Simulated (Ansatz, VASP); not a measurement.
## SiC in VASP and in Ansatz

The input POSCAR:

```
SiC
1.0
    3.1983704930      0.0000000000      0.0000000000
   -1.5991852465      2.7698700976      0.0000000000
    0.0000000000      0.0000000000      5.0174184209
Si C
2 2
Direct
    0.3333333333      0.6666666667     -0.0022074567
    0.6666666667      0.3333333333      0.4977925433
    0.3333333333      0.6666666667      0.3772074567
    0.6666666667      0.3333333333      0.8772074567
```

File INCAR.step1:

```
SYSTEM = SiC
ALGO = Normal
EDIFF = 1E-5
ENCUT = 520
GGA = PE
ISIF = 2
ISMEAR = 0
LASPH = .TRUE.
LCHARG = .FALSE.
LREAL = .FALSE.
LWAVE = .TRUE.
NBANDS = 16
NELM = 60
PREC = Accurate
SIGMA = 0.01
```

The input INCAR.step2:

```
SYSTEM = SiC
ALGO = Normal
EDIFF = 1E-7
ENCUT = 520
GGA = PE
HFSCREEN = 0.2079
ISIF = 2
ISMEAR = 0
ISTART = 1
LASPH = .TRUE.
LCHARG = .FALSE.
LHFCALC = .TRUE.
LREAL = .FALSE.
LWAVE = .FALSE.
NBANDS = 16
NELM = 60
PREC = Accurate
PRECFOCK = Normal
SIGMA = 0.01
```

Contents of KPOINTS:

```
k-points
0
G
  6 6 4
  0 0 0
```

Input for Ansatz:

```yaml
crystal:
  lattice:
    - [3.198370493, 0.0, 0.0]
    - [-1.5991852465, 2.7698700976, 0.0]
    - [0.0, 0.0, 5.0174184209]
  atoms:
    - { symbol: Si, position: [0.3333333333, 0.6666666667, -0.0022074567] }
    - { symbol: Si, position: [0.6666666667, 0.3333333333, 0.4977925433] }
    - { symbol: C, position: [0.3333333333, 0.6666666667, 0.3772074567] }
    - { symbol: C, position: [0.6666666667, 0.3333333333, 0.8772074567] }
kpoints:
  mp_grid: { grid: [6, 6, 4] }
  band_path:
    path:
      - [0.0, 0.0, 0.0]
      - [0.5, 0.0, 0.0]
      - [0.3333333333, 0.3333333333, 0.0]
      - [0.0, 0.0, 0.5]
      - [0.5, 0.0, 0.5]
      - [0.3333333333, 0.3333333333, 0.5]
      - [0.0, 0.5, 0.0]
    npoints: 1
hamiltonian:
  xc: hse06
scf:
  occupations: { method: fixed }
  n_extra_bands: 5
output:
  forces: true
  stress: true
  eigenvalues: true
```

Change from the starting cell: epitaxial_xy strain +4.0%.

Alike in both runs: task single point; functional HSE06; k mesh 6 × 6 × 4; no spin polarisation.

|  | VASP | Ansatz |
| --- | --- | --- |
| version | VASP 6.6.1 | Ansatz 0.2.0 |
| potentials or method | VASP PAW PBE potentials, release 64 (Si, C) | plane waves, PAW |
| plane-wave cutoff (eV) | 520 | 420 |
| occupations | gaussian, width 0.01 eV | fixed |
| valence electrons in the cell | 16 | 16 |

|  | VASP | Ansatz | Ansatz less VASP |
| --- | --- | --- | --- |
| gap on the k mesh at the Fermi level (eV) | 3.13 | 3.13 | +0.001 |
| pressure (GPa) | -15.7 | -15.4 | +0.28 |
| traceless stress, the component that is largest in VASP (GPa) | 13.80 | 13.71 | -0.088 |
| rms of the force components (eV/Å) | 0.020 | 0.023 | +0.0028 |

Atom by atom the forces differ by 0.003 eV/Å (rms over components). Ansatz's warnings: stress exchange threshold loose, stress scf threshold loose.
